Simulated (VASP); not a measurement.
Wanted: the native input for a VASP 6.6.1 run.

| Property | Result |
| --- | --- |
| Task | single point |
| Functional | PBE |
| Potentials or basis | VASP PAW PBE potentials, release 64 (K_sv, Nd_3, Sb), 4f in core |
| Cutoff | 500 eV |
| k mesh | 6 × 6 × 4 |
| Occupations | gaussian, width 0.02 eV |
| Spin | no spin polarisation |
| Dipole correction | no |
| Further INCAR settings | ALGO = Normal; EDIFF = 1e-06; NBANDS = 32 |

The structure of KNd2Sb3 lies in POSCAR:

```
KNd2Sb3
1.0
    4.8593910493      0.0000000000      0.0000000000
   -2.4296955247      4.2083560956      0.0000000000
    0.0000000000      0.0000000000     11.0743462129
K Nd Sb
1 2 3
Direct
    0.6666666667      0.3333333333      0.0000000000
    0.3333333333      0.6666666667      0.3321520716
    0.3333333333      0.6666666667      0.6678479284
    0.0000000000      0.0000000000      0.5000000000
    0.0000000000      0.0000000000      0.7904477998
    0.0000000000      0.0000000000      0.2095522002
```

The input as run:

INCAR

```
SYSTEM = KNd2Sb3
PREC     = Accurate       ! precision mode
ENCUT    = 500            ! plane-wave cutoff, eV
EDIFF    = 1E-6           ! SCF threshold, eV
ISMEAR   = 0              ! smearing method
SIGMA    = 0.02           ! smearing width, eV
LREAL    = .False.        ! projectors in reciprocal space
LASPH    = .True.         ! aspherical terms in the spheres
NELM     = 200            ! most SCF steps
ALGO     = Normal         ! electronic algorithm
ISIF     = 2              ! what is computed and relaxed
LWAVE    = .False.        ! write WAVECAR
LCHARG   = .True.         ! write CHGCAR
GGA      = PE             ! functional
LELF     = .True.         ! ELF
LVHAR    = .True.       
NBANDS   = 32             ! bands
GGA_COMPAT= .False.      
LMAXMIX  = 6              ! l up to which the mixer works
```

KPOINTS

```
Automatic mesh
0
Gamma
  6 6 4
  0 0 0
```

Potentials or basis: VASP PAW PBE potentials, release 64 (K_sv, Nd_3, Sb), 4f in core.

Run with:

```bash
$ cat potpaw_PBE.64/K_sv/POTCAR potpaw_PBE.64/Nd_3/POTCAR potpaw_PBE.64/Sb/POTCAR > POTCAR
$ mpirun -np 1 vasp_std > vasp.out
```

Results of the run:

The pressure is 0.2 GPa and the largest force is 0.025 eV/Å. The band gap on the k mesh is 0.79 eV (least direct gap 1.10 eV).

Caveat: spin-orbit coupling is left out, which moves the levels of the heavy elements; the 4f electrons are frozen in the core, so they carry no moment and show no levels.

Run time: 2.1 min on 1 thread of Intel(R) Xeon(R) Platinum 8488C (Sapphire Rapids), with other jobs on the host, peak memory 0.4 GiB.
